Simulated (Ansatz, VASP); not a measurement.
**AlN: VASP beside Ansatz**

```
Al N
1.0
    -3.31348    0.00000    0.00000
     0.00000    0.00000   -4.18759
     0.00000   -5.73911    0.00000
Al N
4 4
Direct
  0.51111 0.21926 0.16667
  0.98889 0.21926 0.66667
  0.01111 0.71926 0.33333
  0.48889 0.71926 0.83333
  0.51070 0.80922 0.16667
  0.98930 0.80922 0.66667
  0.01070 0.30922 0.33333
  0.48930 0.30922 0.83333
```

Change from the starting cell: mode 4 frozen in at -0.037 Å and mode 5 at -0.248 Å (largest displacements).

Alike in both runs: task single point; functional PBE; k mesh 8 × 6 × 4; occupations gaussian, width 0.05 eV; no spin polarisation.

|  | VASP | Ansatz |
| --- | --- | --- |
| version | VASP 6.6.1 | Ansatz 0.2.0 |
| potentials or method | VASP PAW PBE potentials, release 64 (Al, N), cutoff 520 eV | scalar-relativistic, plane waves, PAW |
| valence electrons in the cell | 32 | 32 |

VASP gave:

* gap on the k mesh at the Fermi level (eV): 3.80
* least direct gap on the mesh (eV): 3.80
* pressure (GPa): 14.8
* traceless stress, the component that is largest in VASP (GPa): 44.94
* rms of the force components (eV/Å): 1.979

**Question.** Estimate Ansatz's values.

**Answer.** gap on the k mesh at the Fermi level (eV): 3.80; least direct gap on the mesh (eV): 3.80; pressure (GPa): 14.9; traceless stress, the component that is largest in VASP (GPa): 44.66; rms of the force components (eV/Å): 1.972.

Atom by atom the forces differ by 0.007 eV/Å (rms over components). The functional is the same, so the differences come from potentials, cutoffs and numerics.
